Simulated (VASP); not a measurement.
# Rh in VASP: single point with PBEsol

Aim: the single point of Rh with PBEsol.

Program: VASP 6.6.1. These are calculated values, not measurements. Logs are shortened: lines on timing, memory, paths and dates and some standing lists are left out, and cuts for length are marked.

### 1 The cell of the first run

The cell holds a slab with vacuum, 7 atoms: a = 2.673 Å, b = 3.781 Å, c = 24.020 Å, α = 90.00°, β = 90.00°, γ = 90.00°.

### 2 Single point, PBEsol

The input, INCAR:

```
ALGO     = Normal         # electronic algorithm
DIPOL    = 0.5 0.5 0.500
EDIFF    = 1E-6           # SCF threshold, eV
ENCUT    = 400            # plane-wave cutoff, eV
GGA      = PS             # functional
GGA_COMPAT= False        
IDIPOL   = 3            
ISIF     = 2              # what is computed and relaxed
ISMEAR   = -1             # smearing method
LASPH    = True           # aspherical terms in the spheres
LCHARG   = False          # write CHGCAR
LDIPOL   = True         
LREAL    = False          # projectors in reciprocal space
LWAVE    = False          # write WAVECAR
NBANDS   = 62             # bands
NELM     = 120            # most SCF steps
NELMDL   = -8           
PREC     = Accurate       # precision mode
SIGMA    = 0.08           # smearing width, eV
```

The input, KPOINTS:

```
k-points
0
Gamma
  14 10 1
```

The input, POSCAR:

```
Rh
1.0
    2.6734738989      0.0000000000      0.0000000000
    0.0000000000      3.7808630465      0.0000000000
    0.0000000000      0.0000000000     24.0204000000
Rh
7
Direct
    0.0000000000      0.0000000000      0.3378657564
    0.5000000000      0.5000000000      0.3875802202
    0.0000000000      0.0000000000      0.4453074810
    0.5000000000      0.5000000000      0.5000000003
    0.0000000000      0.0000000000      0.5546925183
    0.5000000000      0.5000000000      0.6124197802
    0.0000000000      0.0000000000      0.6621342435
```

Potentials or basis: VASP PAW PBE potentials, release 64 (Rh_pv).

On the command line:

```sh
$ cat potpaw_PBE.64/Rh_pv/POTCAR > POTCAR
$ mpirun -np 1 vasp_std > vasp.out
```

OUTCAR:

```text
EDIFF = 1E-6
   ENCUT = 400
   GGA = PS
   ISIF = 2
   ISMEAR = -1
   LASPH = True
   LREAL = False
   NELM = 120
   NELMDL = -8
   PREC = Accurate

 ion  position               nearest neighbor table
   1  0.000  0.000  0.338-   3 2.58   2 2.61   2 2.61   2 2.61   2 2.61
   2  0.500  0.500  0.388-   1 2.61   1 2.61   1 2.61   1 2.61   3 2.70   3 2.70   3 2.70   3 2.70
                             4 2.70
   3  0.000  0.000  0.445-   1 2.58   5 2.63   4 2.66   4 2.66   4 2.66   4 2.66   2 2.70   2 2.70
                             2 2.70   2 2.70
   4  0.500  0.500  0.500-   5 2.66   5 2.66   5 2.66   5 2.66   3 2.66   3 2.66   3 2.66   3 2.66
                             6 2.70   2 2.70
   5  0.000  0.000  0.555-   7 2.58   3 2.63   4 2.66   4 2.66   4 2.66   4 2.66   6 2.70   6 2.70
                             6 2.70   6 2.70
   6  0.500  0.500  0.612-   7 2.61   7 2.61   7 2.61   7 2.61   5 2.70   5 2.70   5 2.70   5 2.70
                             4 2.70
   7  0.000  0.000  0.662-   5 2.58   6 2.61   6 2.61   6 2.61   6 2.61

  LATTYP: Found a simple orthorhombic cell.
 ALAT       =     2.6734738989
 B/A-ratio  =     1.4142135624
 C/A-ratio  =     8.9847146104

  Lattice vectors:

 A1 = (   2.6734738989,   0.0000000000,   0.0000000000)
 A2 = (   0.0000000000,   3.7808630465,   0.0000000000)
 A3 = (   0.0000000000,   0.0000000000,  24.0204000000)

Analysis of symmetry for initial positions (statically):
=====================================================================
 Subroutine PRICEL returns:
 Original cell was already a primitive cell.

 Routine SETGRP: Setting up the symmetry group for a
 simple orthorhombic supercell.

 Subroutine GETGRP returns: Found  8 space group operations
 (whereof  8 operations were pure point group operations)
 out of a pool of  8 trial point group operations.

The static configuration has the point symmetry D_2h.

Analysis of symmetry for dynamics (positions and initial velocities):
=====================================================================
 Subroutine PRICEL returns:
 Original cell was already a primitive cell.

 Routine SETGRP: Setting up the symmetry group for a
 simple orthorhombic supercell.

 Subroutine GETGRP returns: Found  8 space group operations
 (whereof  8 operations were pure point group operations)
 out of a pool of  8 trial point group operations.

The dynamic configuration has the point symmetry D_2h.

 Subroutine INISYM returns: Found  8 space group operations
 (whereof  8 operations are pure point group operations),
 and found     1 'primitive' translations

----------------------------------------------------------------------------------------

                                     Primitive cell

  volume of cell :     242.7991

  direct lattice vectors                    reciprocal lattice vectors
     2.673473899  0.000000000  0.000000000     0.374045170  0.000000000  0.000000000
     0.000000000  3.780863046  0.000000000     0.000000000  0.264489876  0.000000000
     0.000000000  0.000000000 24.020400000     0.000000000  0.000000000  0.041631280

  length of vectors
     2.673473899  3.780863046 24.020400000     0.374045170  0.264489876  0.041631280

  position of ions in fractional coordinates (direct lattice)
     0.000000000  0.000000000  0.337865756
     0.500000000  0.500000000  0.387580220
     0.000000000  0.000000000  0.445307481
     0.500000000  0.500000000  0.500000000
     0.000000000  0.000000000  0.554692518
     0.500000000  0.500000000  0.612419780
     0.000000000  0.000000000  0.662134243

  ion indices of the primitive-cell ions
   primitive index   ion index
                 1           1
                 2           2
                 3           3
                 4           4
                 5           5
                 6           6
                 7           7

----------------------------------------------------------------------------------------

 KPOINTS: k-points

Automatic generation of k-mesh.
 Grid dimensions read from file:
 generate k-points for:   14   10    1

 Generating k-lattice:

  Cartesian coordinates                     Fractional coordinates (reciprocal lattice)
     0.026717512  0.000000000  0.000000000     0.071428571  0.000000000  0.000000000
     0.000000000  0.026448988  0.000000000     0.000000000  0.100000000  0.000000000
     0.000000000  0.000000000  0.041631280     0.000000000  0.000000000  1.000000000

  Length of vectors
     0.026717512  0.026448988  0.041631280

  Shift w.r.t. Gamma in fractional coordinates (k-lattice)
     0.000000000  0.000000000  0.000000000

 Subroutine IBZKPT returns following result:
 ===========================================

 Found     48 irreducible k-points:

 Following reciprocal coordinates:
            Coordinates               Weight
  0.000000  0.000000  0.000000      1.000000
  0.071429  0.000000  0.000000      2.000000
  0.142857  0.000000  0.000000      2.000000
  0.214286  0.000000  0.000000      2.000000
  0.285714  0.000000  0.000000      2.000000
  0.357143  0.000000  0.000000      2.000000
[... 16 lines left out ...]
  0.428571  0.200000  0.000000      4.000000
  0.500000  0.200000  0.000000      2.000000
 [... further k-points ...]
   k-points           NKPTS =     48   k-points in BZ     NKDIM =     48   number of bands    NBANDS=     62
   number of dos      NEDOS =    301   number of ions     NIONS =      7
   total plane-waves  NPLWV =  80640
   dimension x,y,z NGX =    18 NGY =   28 NGZ =  160
   dimension x,y,z NGXF=    36 NGYF=   56 NGZF=  320
   ions per type =               7
   NGX,Y,Z   is equivalent  to a cutoff of  11.19, 12.31, 11.07 a.u.
   NGXF,Y,Z  is equivalent  to a cutoff of  22.39, 24.62, 22.15 a.u.
 SYSTEM =  unknown system
   PREC   = accura    normal or accurate (medium, high low for compatibility)
   ISTART =      0    job   : 0-new  1-cont  2-samecut
   ICHARG =      2    charge: 1-file 2-atom 10-const
   ISPIN  =      1    spin polarized calculation?
   LNONCOLLINEAR =      F non collinear calculations
   LSORBIT =      F    spin-orbit coupling
   LASPH  =      T    aspherical Exc in radial PAW
   ENCUT  =  400.0 eV  29.40 Ry    5.42 a.u.   4.36  6.17 39.17*2*pi/ulx,y,z
   NELM   =    120;   NELMIN=  2; NELMDL= -8     # of ELM steps
   EDIFF  = 0.1E-05   stopping-criterion for ELM
   LREAL  =      F    real-space projection
   EDIFFG = 0.1E-04   stopping-criterion for IOM
   NSW    =      0    number of steps for IOM
   IBRION =     -1    ionic relax: 0-MD 1-quasi-New 2-CG
   NFREE  =      0    steps in history (QN), initial steepest desc. (CG)
   ISIF   =      2    stress and relaxation
   ISYM   =      2    0-nonsym 1-usesym 2-fastsym
   POTIM  = 0.5000    time-step for ionic-motion
   TEBEG  =    0.0;   TEEND  =   0.0 temperature during run
   PSTRESS=    0.0 pullay stress
   NELECT =     105.0000    total number of electrons
   NUPDOWN=      -1.0000    fix difference up-down
   EMIN   =  10.00;   EMAX   =-10.00  energy-range for DOS
   EFERMI =   0.00;   METHOD = LEGACY
   ISMEAR =    -1;   SIGMA  =   0.08  broadening in eV -4-tet -1-fermi 0-gaus
   EFERMI_NEDOS =   21; number of points for ismear=-14 and -15
   IALGO  =     38    algorithm
   IMIX   =      4    mixing-type and parameters
     AMIX     =   0.40;   BMIX     =  1.00
     AMIX_MAG =   1.60;   BMIX_MAG =  1.00
  volume/ion in A,a.u.               =      34.69       234.07
  Fermi-wavevector in a.u.,A,eV,Ry     =   1.238004  2.339489 20.853039  1.532655
  Thomas-Fermi vector in A             =   2.372548
   LORBIT       =      0    0 simple, 1 ext, 2 COOP (PROOUT), +10 PAW based schemes
   GGA     = PS    functional components
   LHFCALC =     F    Hartree Fock is set to
   AEXX    =    0.0000 exact exchange contribution
   IVDW    =     0    specifies the selected vdW correction
   LEPSILON=     F    determine dielectric tensor
   LRPA    =     F    only Hartree local field effects (RPA)
 non-spin polarized calculation
  energy-cutoff  :      400.00
  volume of cell :      242.80
 maximum number of plane-waves:      4455
 NGX is ok and might be reduce to    18
   NGX =  9   NGY = 13   NGZ = 79

 dipolmoment           0.000000      0.000000     -0.000000 electrons x Angstroem

 number of electron     104.9999984 magnetization

 dipolmoment           0.000000      0.000000      0.000000 electrons x Angstroem

 Free energy of the ion-electron system (eV)
  ---------------------------------------------------
  ext. energy  EPLUGINS =         0.00000000
  ---------------------------------------------------
  free energy    TOTEN  =       -53.46408358 eV

  energy without entropy =      -53.22245521  energy(sigma->0) =      -53.34326939

 E-fermi :   1.7641     XC(G=0):  -6.4122

 val. band max:        1.7628931935   @ k =   0.4286   0.1000   0.0000
 cond. band min:       1.7649068925   @ k =   0.0000   0.4000   0.0000
 fundamental gap:      0.0020136991
 Fermi energy:         1.7640671110

 k-point     1 :       0.0000    0.0000    0.0000
  band No.  band energies     occupation
      1     -45.2830      2.00000
      2     -45.1807      2.00000
      3     -45.1763      2.00000
      4     -45.0391      2.00000
      5     -45.0251      2.00000
      6     -44.9465      2.00000
[... 54 lines left out ...]
     61       4.4526      0.00000
     62       6.0497      0.00000

 k-point     2 :       0.0714    0.0000    0.0000
  band No.  band energies     occupation
      1     -45.2726      2.00000
      2     -45.1783      2.00000
      3     -45.1729      2.00000
      4     -45.0413      2.00000
      5     -45.0202      2.00000
      6     -44.9483      2.00000
[... 54 lines left out ...]
     61       4.5348      0.00000
     62       6.4346      0.00000

 k-point     3 :       0.1429    0.0000    0.0000
  band No.  band energies     occupation
      1     -45.2424      2.00000
      2     -45.1865      2.00000
      3     -45.1497      2.00000
      4     -45.0523      2.00000
      5     -45.0061      2.00000
      6     -44.9589      2.00000
[... 1354 lines left out ...]
     61       6.3871      0.00000
     62       7.3670      0.00000

 k-point    24 :       0.5000    0.2000    0.0000
  band No.  band energies     occupation
      1     -45.2994      2.00000
      2     -45.2491      2.00000
      3     -45.2343      2.00000
      4     -45.2266      2.00000
      5     -45.2189      2.00000
      6     -45.0207      2.00000
[... 54 lines left out ...]
     61       6.3421      0.00000
     62       6.6483      0.00000

 [... further k-points ...]

------------------------ aborting loop because EDIFF is reached ----------------------------------------

 vacuum level on the upper side and lower side of the slab       (xc-potential included)        -0.137        -0.137

  FORCE on cell =-STRESS in cart. coord.  units (eV):
  Direction    XX          YY          ZZ          XY          YZ          ZX
  --------------------------------------------------------------------------------------
  -------------------------------------------------------------------------------------
  Total       -4.8069606     -2.9682223     -0.7270987      0.0000000      0.0000000      0.0000000
  in kB      -31.7200613    -19.5866369     -4.7979623      0.0000000      0.0000000      0.0000000
  external PRESSURE =     -18.7015535 kB  Pullay stress =       0.0000000 kB

 VOLUME and BASIS-vectors are now :
 -----------------------------------------------------------------------------
  energy-cutoff  :      400.00
  volume of cell :      242.80
      direct lattice vectors                 reciprocal lattice vectors
     2.673473899  0.000000000  0.000000000     0.374045170  0.000000000  0.000000000
     0.000000000  3.780863046  0.000000000     0.000000000  0.264489876  0.000000000
     0.000000000  0.000000000 24.020400000     0.000000000  0.000000000  0.041631280

 POSITION                                       TOTAL-FORCE (eV/Angst)
 -----------------------------------------------------------------------------------
      0.00000      0.00000      8.11567         0.000000     -0.000000     -0.000606
      1.33674      1.89043      9.30983         0.000000     -0.000000     -0.008096
      0.00000      0.00000     10.69646         0.000000     -0.000000     -0.002169
      1.33674      1.89043     12.01020         0.000000     -0.000000      0.000000
      0.00000      0.00000     13.32394         0.000000      0.000000      0.002169
      1.33674      1.89043     14.71057         0.000000     -0.000000      0.008096
      0.00000      0.00000     15.90473         0.000000      0.000000      0.000606
 -----------------------------------------------------------------------------------
    total drift:                                0.000000      0.000000      0.000004

  FREE ENERGIE OF THE ION-ELECTRON SYSTEM (eV)
  ---------------------------------------------------
  free  energy   TOTEN  =       -53.4640835832 eV

  energy  without entropy=      -53.2224552062  energy(sigma->0) =      -53.34326939

 vacuum level on the upper side and lower side of the slab         6.463         6.463
```

It took 23 min on 1 thread of Oxide Virtual Turin-like, shared host; peak memory 0.45 GiB.

Results:

```
Free energy            : -53.4641 eV
Largest force          : 0.008 eV/Å
Band gap on the k mesh : zero (an odd number of electrons rules out a gap without spin polarisation)
```

Forces on the atoms (eV/Å):
```
Rh   0.000  0.000 -0.001
Rh   0.000  0.000 -0.008
Rh   0.000  0.000 -0.002
Rh   0.000  0.000  0.000
Rh   0.000  0.000  0.002
Rh   0.000  0.000  0.008
Rh   0.000  0.000  0.001
```

Levels at points of the mesh, in eV from the Fermi level:
```csv
k point,band 51,band 52,band 53,band 54,band 55,band 56
"(0.00, 0.00, 0.00)",-0.91,-0.75,-0.29,-0.14,0.16,0.29
"(0.50, 0.00, 0.00)",0.30,0.50,0.62,0.74,0.90,1.03
"(0.00, 0.50, 0.00)",-0.09,-0.04,0.19,0.21,0.36,0.38
"(0.50, 0.50, 0.00)",0.53,0.56,0.57,0.64,0.74,0.94
```

Caveat: the PAW data sets were made with another functional, which shifts forces and pressure a little.
